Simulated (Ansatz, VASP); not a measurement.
## Two plane-wave programs on K2S

INCAR

```
SYSTEM = K2S
  PREC = Accurate
  ENCUT = 500
  EDIFF = 1E-6
  ISMEAR = 0
  SIGMA = 0.01
  LREAL = .FALSE.
  LASPH = .TRUE.
  NELM = 120
  ALGO = Normal
  ISIF = 2
  LWAVE = .FALSE.
  LCHARG = .FALSE.
  GGA = PE
  NBANDS = 19
  GGA_COMPAT = .FALSE.
```

KPOINTS

```
Automatic mesh
0
G
  4 4 4
  0 0 0
```

The input POSCAR:

```
K2S
1.0
    0.0000000000      3.7027568497      3.7027568497
    3.7027568497      0.0000000000      3.7027568497
    3.7027568497      3.7027568497      0.0000000000
S K
1 2
Direct
    0.0000000000      0.0000000000      0.0000000000
    0.2500000000      0.2500000000      0.2500000000
    0.7500000000      0.7500000000      0.7500000000
```

Input for Ansatz:

```yaml
crystal:
  lattice:
    - [0.0, 3.7027568497, 3.7027568497]
    - [3.7027568497, 0.0, 3.7027568497]
    - [3.7027568497, 3.7027568497, 0.0]
  atoms:
    - { symbol: S, position: [0.0, 0.0, 0.0] }
    - { symbol: K, position: [0.25, 0.25, 0.25] }
    - { symbol: K, position: [0.75, 0.75, 0.75] }
kpoints:
  mp_grid: { grid: [4, 4, 4] }
hamiltonian:
  xc: pbe
scf:
  occupations: { method: fixed }
  n_extra_bands: 4
output:
  forces: true
  stress: true
  eigenvalues: true
  write_density: true
  write_potential: true
  elf: true
  volumetric_format: npy
```

Alike in both runs: task single point; functional PBE; k mesh 4 × 4 × 4; no spin polarisation.

|  | VASP | Ansatz |
| --- | --- | --- |
| version | VASP 6.6.1 | Ansatz 0.2.0 |
| potentials or method | VASP PAW PBE potentials, release 64 (S, K_sv) | plane waves, PAW |
| plane-wave cutoff (eV) | 500 | 420 |
| occupations | gaussian, width 0.01 eV | fixed |
| valence electrons in the cell | 24 | 24 |

|  | VASP | Ansatz | Ansatz less VASP |
| --- | --- | --- | --- |
| gap on the k mesh at the Fermi level (eV) | 2.38 | 2.38 | +0.002 |
| pressure (GPa) | 0.5 | 0.4 | -0.03 |
